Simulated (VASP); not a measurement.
Write the native input for VASP 6.6.1 that does the following.

| Item | Value |
| --- | --- |
| Task | single point |
| Functional | r2SCAN |
| Potentials or basis | VASP PAW PBE potentials, release 64 (Rh_pv) |
| Cutoff | 520 eV |
| k mesh | 22 × 22 × 22 |
| Occupations | gaussian, width 0.15 eV |
| Spin | no spin polarisation |
| Dipole correction | no |
| Further INCAR settings | ALGO = Normal; EDIFF = 1e-06; NBANDS = 14 |

Rh:

```xyz
1
Lattice="0.0000 1.9586 1.8730 1.9586 0.0000 1.8730 1.9586 1.9586 0.0000" Properties=species:S:1:pos:R:3 pbc="T T T"
Rh    0.0000    0.0000    0.0000
```

This cell differs from its parent crystal: strain +0.030 along x and y, -0.015 along z.

One way to write it, as run:

POSCAR

```
Rh
1.0
    0.0000000000      1.9585965000      1.8730267500
    1.9585965000      0.0000000000      1.8730267500
    1.9585965000      1.9585965000      0.0000000000
Rh
1
Direct
    0.0000000000      0.0000000000      0.0000000000
```

INCAR.step1

```
SYSTEM = Rh
PREC     = Accurate       ! precision mode
ENCUT    = 520            ! plane-wave cutoff, eV
ISMEAR   = 0              ! smearing method
SIGMA    = 0.15           ! smearing width, eV
LREAL    = .FALSE.        ! projectors in reciprocal space
LASPH    = .TRUE.         ! aspherical terms in the spheres
NELM     = 100            ! most SCF steps
NBANDS   = 14             ! bands
GGA      = PE             ! functional
ALGO     = Normal         ! electronic algorithm
EDIFF    = 1E-4           ! SCF threshold, eV
LWAVE    = .TRUE.         ! write WAVECAR
LCHARG   = .FALSE.        ! write CHGCAR
```

INCAR.step2

```
SYSTEM = Rh
PREC     = Accurate       ! precision mode
ENCUT    = 520            ! plane-wave cutoff, eV
EDIFF    = 1E-6           ! SCF threshold, eV
ISMEAR   = 0              ! smearing method
SIGMA    = 0.15           ! smearing width, eV
LREAL    = .FALSE.        ! projectors in reciprocal space
LASPH    = .TRUE.         ! aspherical terms in the spheres
NELM     = 100            ! most SCF steps
ALGO     = Normal         ! electronic algorithm
ISIF     = 2              ! what is computed and relaxed
LWAVE    = .FALSE.        ! write WAVECAR
LCHARG   = .FALSE.        ! write CHGCAR
METAGGA  = R2SCAN         ! meta-GGA
LMIXTAU  = .TRUE.       
NBANDS   = 14             ! bands
ISTART   = 1
```

KPOINTS

```
regular mesh
0
G
  22 22 22
  0 0 0
```

Potentials or basis: VASP PAW PBE potentials, release 64 (Rh_pv).

Command:

```bash
$ cat potpaw_PBE.64/Rh_pv/POTCAR > POTCAR
$ cp INCAR.step1 INCAR
$ mpirun -np 1 vasp_std > vasp.out
$ cp INCAR.step2 INCAR
$ mpirun -np 1 vasp_std > vasp.out
```

It gave:

```
Pressure : -10.3 GPa
```

Caveat: the cell differs from its parent crystal (strain +0.030 along x and y, -0.015 along z); the PAW data sets were made with another functional, which shifts forces and pressure a little.

Wall time 6.8 min on 1 thread of Intel(R) Xeon(R) Platinum 8259CL CPU @ 2.50GHz (Skylake/Cascade Lake), on a shared host, peak memory 0.26 GiB.
